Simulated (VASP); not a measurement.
## ScBiTe3: single point with PBE

The system is ScBiTe3.

```
CELL_PARAMETERS angstrom
5.54459 0.00000 0.00000
0.00000 5.54459 0.00000
0.00000 0.00000 5.54459
ATOMIC_POSITIONS crystal
Sc 0.50000 0.50000 0.50000
Bi 0.00000 0.00000 0.00000
Te 0.00000 0.50000 0.50000
Te 0.50000 0.00000 0.50000
Te 0.50000 0.50000 0.00000
```

The cell was generated, and may not be a known phase.

```
Program             : VASP 6.6.1
Task                : single point
Functional          : PBE
Potentials or basis : VASP PAW PBE potentials, release 64 (Sc_sv, Bi_d, Te)
Cutoff              : 520 eV
k mesh              : 4 × 4 × 4
Occupations         : gaussian, width 0.1 eV
Spin                : no spin polarisation
```

| Property | Result |
| --- | --- |
| Pressure | -0.1 GPa |
| Band gap on the k mesh | zero (bands 22 and 23 overlap by 0.83 eV) |

Levels at points of the mesh, in eV from the Fermi level:
```csv
k point,band 18,band 19,band 20,band 21,band 22,band 23,band 24,band 25,band 26,band 27
"(0.00, 0.00, 0.00)",-0.70,-0.70,-0.63,-0.63,-0.63,1.07,1.07,1.07,1.77,1.77
"(0.50, 0.00, 0.00)",-2.42,-1.41,-1.23,-0.55,-0.13,-0.13,0.55,0.55,1.13,2.40
"(0.50, 0.50, 0.00)",-2.20,-2.05,-1.86,-1.86,-0.60,0.67,1.30,1.30,2.58,2.58
"(0.50, 0.50, 0.50)",-2.19,-2.19,0.71,0.71,0.71,0.95,0.95,0.95,3.28,3.28
```

Wall time 3.2 min on 1 thread of Oxide Virtual Turin-like Processor, with other jobs on the host, peak memory 0.25 GiB.

Caveat: spin-orbit coupling is left out, which moves the levels of the heavy elements.
